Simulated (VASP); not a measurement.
# Ti3Al (P-6m2) in VASP: notebook

Runs on Ti3Al. Level: LDA. Tasks: single point, relaxation of cell and atoms.

All numbers are computed with VASP 6.6.1; they aren't measurements. Logs are shortened: lines on timing, memory, paths and dates and some standing lists are left out, and cuts for length are marked.

## 1. The cell of the first run

The structure is hexagonal, space group P-6m2 (No. 187). Conventional cell: a = 2.861 Å, b = 2.861 Å, c = 9.051 Å, α = 90.00°, β = 90.00°, γ = 120.00°. Within 3.7 Å of Ti (site symmetry -6m2) lie 12 Ti at 2.79 to 2.86 Å. Within 3.7 Å of Ti (site symmetry 3m) lie 9 Ti at 2.79 to 2.86 Å and 3 Al at 2.81 Å. Within 3.7 Å of Al (site symmetry -6m2) lie 6 Ti at 2.81 Å and 6 Al at 2.86 Å.

## 2. Single point, LDA

Input file INCAR:

```
SYSTEM = Ti3Al
ALGO = Fast ; EDIFF = 1E-6
ENCUT = 520 ; ISIF = 2
ISMEAR = 0 ; LASPH = .True.
LCHARG = .False. ; LREAL = .False.
LWAVE = .False. ; NBANDS = 28
NELM = 80 ; PREC = Accurate
SIGMA = 0.1
```

Input file KPOINTS:

```
k-points
0
Gamma
  18 18 6
  0 0 0
```

Input file POSCAR:

```
Ti3Al
1.0
    2.8607038306      0.0000000000      0.0000000000
   -1.4303519153      2.4774421900      0.0000000000
    0.0000000000      0.0000000000      9.0507273234
Ti Al
3 1
Direct
    0.6666666667      0.3333333333      0.0000000000
    0.3333333333      0.6666666667      0.7515191270
    0.3333333333      0.6666666667      0.2484808730
    0.6666666667      0.3333333333      0.5000000000
```

Potentials or basis: VASP PAW LDA potentials, release 64 (Ti_sv, Al).

On the command line:

```console
cat potpaw_LDA.64/Ti_sv/POTCAR potpaw_LDA.64/Al/POTCAR > POTCAR
mpirun -np 1 vasp_std > vasp.out
```

OUTCAR:

```text
SYSTEM = Ti3Al
   EDIFF = 1E-6
   ENCUT = 520
   ISIF = 2
   ISMEAR = 0
   LASPH = .True.
   LREAL = .False.
   NELM = 80
   PREC = Accurate

 ion  position               nearest neighbor table
   1  0.667  0.333  0.000-   2 2.79   3 2.79   2 2.79   3 2.79   2 2.79   3 2.79
   2  0.333  0.667  0.752-   1 2.79   1 2.79   1 2.79   4 2.81   4 2.81   4 2.81
   3  0.333  0.667  0.248-   1 2.79   1 2.79   1 2.79   4 2.81   4 2.81   4 2.81
   4  0.667  0.333  0.500-   2 2.81   3 2.81   2 2.81   3 2.81   2 2.81   3 2.81

  LATTYP: Found a hexagonal cell.
 ALAT       =     2.8607038306
 C/A-ratio  =     3.1638113763

  Lattice vectors:

 A1 = (   2.8607038306,   0.0000000000,   0.0000000000)
 A2 = (  -1.4303519153,   2.4774421900,   0.0000000000)
 A3 = (   0.0000000000,   0.0000000000,   9.0507273234)

Analysis of symmetry for initial positions (statically):
=====================================================================
 Subroutine PRICEL returns:
 Original cell was already a primitive cell.

 Routine SETGRP: Setting up the symmetry group for a
 hexagonal supercell.

 Subroutine GETGRP returns: Found 12 space group operations
 (whereof 12 operations were pure point group operations)
 out of a pool of 24 trial point group operations.

The static configuration has the point symmetry D_3h.

Analysis of symmetry for dynamics (positions and initial velocities):
=====================================================================
 Subroutine PRICEL returns:
 Original cell was already a primitive cell.

 Routine SETGRP: Setting up the symmetry group for a
 hexagonal supercell.

 Subroutine GETGRP returns: Found 12 space group operations
 (whereof 12 operations were pure point group operations)
 out of a pool of 24 trial point group operations.

The dynamic configuration has the point symmetry D_3h.

 Subroutine INISYM returns: Found 12 space group operations
 (whereof 12 operations are pure point group operations),
 and found     1 'primitive' translations

----------------------------------------------------------------------------------------

                                     Primitive cell

  volume of cell :      64.1446

  direct lattice vectors                    reciprocal lattice vectors
     2.860703831  0.000000000  0.000000000     0.349564324  0.201821056  0.000000000
    -1.430351915  2.477442190  0.000000000     0.000000000  0.403642113  0.000000000
     0.000000000  0.000000000  9.050727323     0.000000000  0.000000000  0.110488358

  length of vectors
     2.860703831  2.860703831  9.050727323     0.403642113  0.403642113  0.110488358

  position of ions in fractional coordinates (direct lattice)
     0.666666667  0.333333333  0.000000000
     0.333333333  0.666666667  0.751519127
     0.333333333  0.666666667  0.248480873
     0.666666667  0.333333333  0.500000000

  ion indices of the primitive-cell ions
   primitive index   ion index
                 1           1
                 2           2
                 3           3
                 4           4

----------------------------------------------------------------------------------------

 KPOINTS: k-points

Automatic generation of k-mesh.
 Grid dimensions read from file:
 generate k-points for:   18   18    6

 Generating k-lattice:

  Cartesian coordinates                     Fractional coordinates (reciprocal lattice)
     0.019420240  0.011212281  0.000000000     0.055555556  0.000000000  0.000000000
     0.000000000  0.022424562  0.000000000     0.000000000  0.055555556  0.000000000
     0.000000000  0.000000000  0.018414726     0.000000000  0.000000000  0.166666667

  Length of vectors
     0.022424562  0.022424562  0.018414726

  Shift w.r.t. Gamma in fractional coordinates (k-lattice)
     0.000000000  0.000000000  0.000000000

 Subroutine IBZKPT returns following result:
 ===========================================

 Found    148 irreducible k-points:

 Following reciprocal coordinates:
            Coordinates               Weight
  0.000000  0.000000  0.000000      1.000000
  0.055556  0.000000  0.000000      6.000000
  0.111111  0.000000  0.000000      6.000000
  0.166667  0.000000  0.000000      6.000000
  0.222222  0.000000  0.000000      6.000000
  0.277778  0.000000  0.000000      6.000000
[... 16 lines left out ...]
  0.333333  0.111111  0.000000     12.000000
  0.388889  0.111111  0.000000     12.000000
 [... further k-points ...]
   k-points           NKPTS =    148   k-points in BZ     NKDIM =    148   number of bands    NBANDS=     28
   number of dos      NEDOS =    301   number of ions     NIONS =      4
   total plane-waves  NPLWV =  40320
   dimension x,y,z NGX =    24 NGY =   24 NGZ =   70
   dimension x,y,z NGXF=    48 NGYF=   48 NGZF=  140
   ions per type =               3   1
   NGX,Y,Z   is equivalent  to a cutoff of  13.95, 13.95, 12.86 a.u.
   NGXF,Y,Z  is equivalent  to a cutoff of  27.89, 27.89, 25.72 a.u.
 SYSTEM =  Ti3Al
   PREC   = accura    normal or accurate (medium, high low for compatibility)
   ISTART =      0    job   : 0-new  1-cont  2-samecut
   ICHARG =      2    charge: 1-file 2-atom 10-const
   ISPIN  =      1    spin polarized calculation?
   LNONCOLLINEAR =      F non collinear calculations
   LSORBIT =      F    spin-orbit coupling
   LASPH  =      T    aspherical Exc in radial PAW
   ENCUT  =  520.0 eV  38.22 Ry    6.18 a.u.   5.32  5.32 16.83*2*pi/ulx,y,z
   NELM   =     80;   NELMIN=  2; NELMDL= -5     # of ELM steps
   EDIFF  = 0.1E-05   stopping-criterion for ELM
   LREAL  =      F    real-space projection
   EDIFFG = 0.1E-04   stopping-criterion for IOM
   NSW    =      0    number of steps for IOM
   IBRION =     -1    ionic relax: 0-MD 1-quasi-New 2-CG
   NFREE  =      0    steps in history (QN), initial steepest desc. (CG)
   ISIF   =      2    stress and relaxation
   ISYM   =      2    0-nonsym 1-usesym 2-fastsym
   POTIM  = 0.5000    time-step for ionic-motion
   TEBEG  =    0.0;   TEEND  =   0.0 temperature during run
   PSTRESS=    0.0 pullay stress
   NELECT =      39.0000    total number of electrons
   NUPDOWN=      -1.0000    fix difference up-down
   EMIN   =  10.00;   EMAX   =-10.00  energy-range for DOS
   EFERMI =   0.00;   METHOD = LEGACY
   ISMEAR =     0;   SIGMA  =   0.10  broadening in eV -4-tet -1-fermi 0-gaus
   EFERMI_NEDOS =   21; number of points for ismear=-14 and -15
   IALGO  =     68    algorithm
   IMIX   =      4    mixing-type and parameters
     AMIX     =   0.40;   BMIX     =  1.00
     AMIX_MAG =   1.60;   BMIX_MAG =  1.00
  volume/ion in A,a.u.               =      16.04       108.22
  Fermi-wavevector in a.u.,A,eV,Ry     =   1.386893  2.620848 26.170441  1.923473
  Thomas-Fermi vector in A             =   2.511166
   LORBIT       =      0    0 simple, 1 ext, 2 COOP (PROOUT), +10 PAW based schemes
   GGA     = CA    functional components
   LHFCALC =     F    Hartree Fock is set to
   AEXX    =    0.0000 exact exchange contribution
   IVDW    =     0    specifies the selected vdW correction
   LEPSILON=     F    determine dielectric tensor
   LRPA    =     F    only Hartree local field effects (RPA)
 non-spin polarized calculation
 RMM-DIIS sequential band-by-band and
 Gauss-broadening in eV      SIGMA  =   0.10
  energy-cutoff  :      520.00
  volume of cell :       64.14
 maximum number of plane-waves:      1756
 NGX is ok and might be reduce to    24
   NGX = 11   NGY = 11   NGZ = 33

 number of electron      39.0000007 magnetization

 Free energy of the ion-electron system (eV)
  ---------------------------------------------------
  ext. energy  EPLUGINS =         0.00000000
  ---------------------------------------------------
  free energy    TOTEN  =       -30.35185635 eV

  energy without entropy =      -30.33244415  energy(sigma->0) =      -30.34215025

 E-fermi :   8.4403     XC(G=0): -11.7465

 val. band max:        8.4323641852   @ k =   0.1667   0.0556   0.0000
 cond. band min:       8.4444172365   @ k =   0.3333   0.2222   0.0000
 fundamental gap:      0.0120530513
 Fermi energy:         8.4403103277

 k-point     1 :       0.0000    0.0000    0.0000
  band No.  band energies     occupation
      1     -47.4681      2.00000
      2     -47.4008      2.00000
      3     -47.3203      2.00000
      4     -24.4437      2.00000
      5     -24.1230      2.00000
      6     -23.7563      2.00000
[... 20 lines left out ...]
     27      10.6674      0.00000
     28      11.3498      0.00000

 k-point     2 :       0.0556    0.0000    0.0000
  band No.  band energies     occupation
      1     -47.4640      2.00000
      2     -47.3976      2.00000
      3     -47.3182      2.00000
      4     -24.4371      2.00000
      5     -24.1229      2.00000
      6     -23.7672      2.00000
[... 20 lines left out ...]
     27      10.6325      0.00000
     28      11.3175      0.00000

 k-point     3 :       0.1111    0.0000    0.0000
  band No.  band energies     occupation
      1     -47.4522      2.00000
      2     -47.3887      2.00000
      3     -47.3122      2.00000
      4     -24.4178      2.00000
      5     -24.1244      2.00000
      6     -23.8055      2.00000
[... 20 lines left out ...]
     27      10.5525      0.00000
     28      11.2379      0.00000

 k-point     4 :       0.1667    0.0000    0.0000
  band No.  band energies     occupation
      1     -47.4337      2.00000
      2     -47.3749      2.00000
      3     -47.3032      2.00000
      4     -24.3884      2.00000
      5     -24.1328      2.00000
      6     -23.8742      2.00000
[... 578 lines left out ...]
     27      11.4714      0.00000
     28      11.6057      0.00000

 k-point    23 :       0.3333    0.1111    0.0000
  band No.  band energies     occupation
      1     -47.3308      2.00000
      2     -47.3052      2.00000
      3     -47.2669      2.00000
      4     -24.3304      2.00000
      5     -24.3285      2.00000
      6     -24.1914      2.00000
[... 20 lines left out ...]
     27      11.5698      0.00000
     28      11.7897      0.00000

 k-point    24 :       0.3889    0.1111    0.0000
  band No.  band energies     occupation
      1     -47.3152      2.00000
      2     -47.2966      2.00000
      3     -47.2653      2.00000
      4     -24.3712      2.00000
      5     -24.3541      2.00000
      6     -24.2297      2.00000
[... 20 lines left out ...]
     27      11.6152      0.00000
     28      12.0513      0.00000

 [... further k-points ...]

------------------------ aborting loop because EDIFF is reached ----------------------------------------

  FORCE on cell =-STRESS in cart. coord.  units (eV):
  Direction    XX          YY          ZZ          XY          YZ          ZX
  --------------------------------------------------------------------------------------
  -------------------------------------------------------------------------------------
  Total       -0.0249499     -0.0249499      0.0109269      0.0000000      0.0000000     -0.0000000
  in kB       -0.6231878     -0.6231878      0.2729270      0.0000000      0.0000000     -0.0000000
  external PRESSURE =      -0.3244828 kB  Pullay stress =       0.0000000 kB

 VOLUME and BASIS-vectors are now :
 -----------------------------------------------------------------------------
  energy-cutoff  :      520.00
  volume of cell :       64.14
      direct lattice vectors                 reciprocal lattice vectors
     2.860703831  0.000000000  0.000000000     0.349564324  0.201821056  0.000000000
    -1.430351915  2.477442190  0.000000000     0.000000000  0.403642113  0.000000000
     0.000000000  0.000000000  9.050727323     0.000000000  0.000000000  0.110488358

 POSITION                                       TOTAL-FORCE (eV/Angst)
 -----------------------------------------------------------------------------------
      1.43035      0.82581      0.00000         0.000000      0.000000      0.000000
     -0.00000      1.65163      6.80179         0.000000      0.000000      0.011015
     -0.00000      1.65163      2.24893        -0.000000     -0.000000     -0.011015
      1.43035      0.82581      4.52536        -0.000000      0.000000      0.000000
 -----------------------------------------------------------------------------------
    total drift:                                0.000000     -0.000000      0.000000

  FREE ENERGIE OF THE ION-ELECTRON SYSTEM (eV)
  ---------------------------------------------------
  free  energy   TOTEN  =       -30.3518563542 eV

  energy  without entropy=      -30.3324441481  energy(sigma->0) =      -30.34215025
```

Wall time 9.4 min (1 thread of AMD EPYC 9R45 (Zen 5), shared host); peak memory 0.29 GiB.

What came out:

- Free energy: -30.3519 eV
- Pressure: 0.0 GPa
- Largest force: 0.011 eV/Å
- Band gap on the k mesh: zero (an odd number of electrons rules out a gap without spin polarisation)

Forces in eV/Å, atoms in the order of the input:
```
Ti   0.000  0.000  0.000
Ti   0.000  0.000  0.011
Ti   0.000  0.000 -0.011
Al   0.000  0.000  0.000
```

## 3. Relaxation of cell and atoms, LDA

This run uses another cell than the first one, of 17.12 Å³/atom.

Input file INCAR:

```
ALGO = Fast
EDIFF = 1E-6
EDIFFG = -0.002
ENCUT = 600
GGA = CA
IBRION = 2
ISIF = 3
ISMEAR = 0
LASPH = T
LCHARG = F
LREAL = F
LWAVE = F
NELM = 80
NSW = 100
PREC = Accurate
SIGMA = 0.1
```

Input file KPOINTS:

```
k-points
0
Gamma
  18 18 6
```

Input file POSCAR:

```
Ti3Al
1.0
    2.9275422200      0.0000000000      0.0000000000
   -1.4637711100      2.5353259400      0.0000000000
    0.0000000000      0.0000000000      9.2263620000
Ti Al
3 1
Direct
    0.6666666700      0.3333333300      0.0000000000
    0.3333333300      0.6666666700      0.7505940000
    0.3333333300      0.6666666700      0.2494060000
    0.6666666700      0.3333333300      0.5000000000
```

Potentials or basis: VASP PAW LDA potentials, release 64 (Ti_sv, Al).

On the command line:

```console
cat potpaw_LDA.64/Ti_sv/POTCAR potpaw_LDA.64/Al/POTCAR > POTCAR
mpirun -np 1 vasp_std > vasp.out
```

Run time: 59 min. Hardware: 1 thread of AMD EPYC 9R45 (Zen 5), shared host; peak memory 0.36 GiB.

It converged, with:

```yaml
Free_energy: -30.3522 eV
Relaxed_volume: 16.03 Å³/atom
Relaxed_cell: a = 2.860 Å, b = 2.860 Å, c = 9.051 Å, α = 90.00°, β = 90.00°, γ = 120.00°
Space_group_after_relaxing_to_0.1_Å: P-6m2 (No. 187)
Energy_gained_by_relaxing: 25.7 meV/atom
Ionic_steps: 17
Pressure_after_relaxing: 0.0 GPa
Band_gap_on_the_k_mesh: zero (an odd number of electrons rules out a gap without spin polarisation)
```

The path:
| step | energy change (eV) | largest force (eV/Å) | pressure (GPa) | volume (Å³) |
| --- | --- | --- | --- | --- |
| 1 | 0.0000 | 0.1292 | -7.11 | 68.48 |
| 2 | -0.0483 | 0.0097 | 6.14 | 61.23 |
| 3 | -0.1020 | 0.0631 | -0.02 | 64.15 |
| 4 | -0.1020 | 0.0621 | 0.11 | 64.06 |
| 5 | -0.1028 | 0.0225 | 0.12 | 64.05 |
| 6 | -0.1028 | 0.0134 | 0.13 | 64.04 |
| 7 | -0.1028 | 0.0111 | 0.14 | 64.04 |
| 8 | -0.1029 | 0.0108 | -0.03 | 64.17 |
| 9 | -0.1029 | 0.0132 | -0.04 | 64.13 |
| 10 | -0.1029 | 0.0120 | -0.04 | 64.12 |
| 11 | -0.1029 | 0.0133 | 0.07 | 64.08 |
| 12 | -0.1029 | 0.0119 | 0.00 | 64.12 |
| 13 | -0.1029 | 0.0119 | 0.01 | 64.12 |
| 14 | -0.1029 | 0.0063 | 0.00 | 64.13 |
| 15 | -0.1029 | 0.0031 | 0.00 | 64.13 |
| 16 | -0.1029 | 0.0022 | -0.03 | 64.13 |
| 17 | -0.1029 | 0.0004 | 0.00 | 64.10 |

Final structure:
```yaml
crystal:
  lattice:
    - [2.85979, 0.00000, 0.00000]
    - [-1.42990, 2.47665, 0.00000]
    - [0.00000, 0.00000, 9.05087]
  atoms:
    - { symbol: Ti, position: [0.66667, 0.33333, 0.00000] }
    - { symbol: Ti, position: [0.33333, 0.66667, 0.75162] }
    - { symbol: Ti, position: [0.33333, 0.66667, 0.24838] }
    - { symbol: Al, position: [0.66667, 0.33333, 0.50000] }
```

Levels at points of the mesh, in eV from the Fermi level:
| k point | band 18 | band 19 | band 20 | band 21 | band 22 | band 23 |
| --- | --- | --- | --- | --- | --- | --- |
| (0.00, 0.00, 0.00) | 0.65 | 0.77 | 0.85 | 0.85 | 0.94 | 0.94 |
| (0.50, 0.00, 0.00) | -1.33 | -0.66 | -0.30 | 0.92 | 1.15 | 1.27 |
| (0.00, 0.00, 0.50) | 0.56 | 0.81 | 0.85 | 0.85 | 0.93 | 0.93 |
| (0.50, 0.00, 0.50) | -1.30 | -1.02 | 0.13 | 0.88 | 0.99 | 1.15 |

Caveat: the highest band is partly filled, so the run has too few bands.
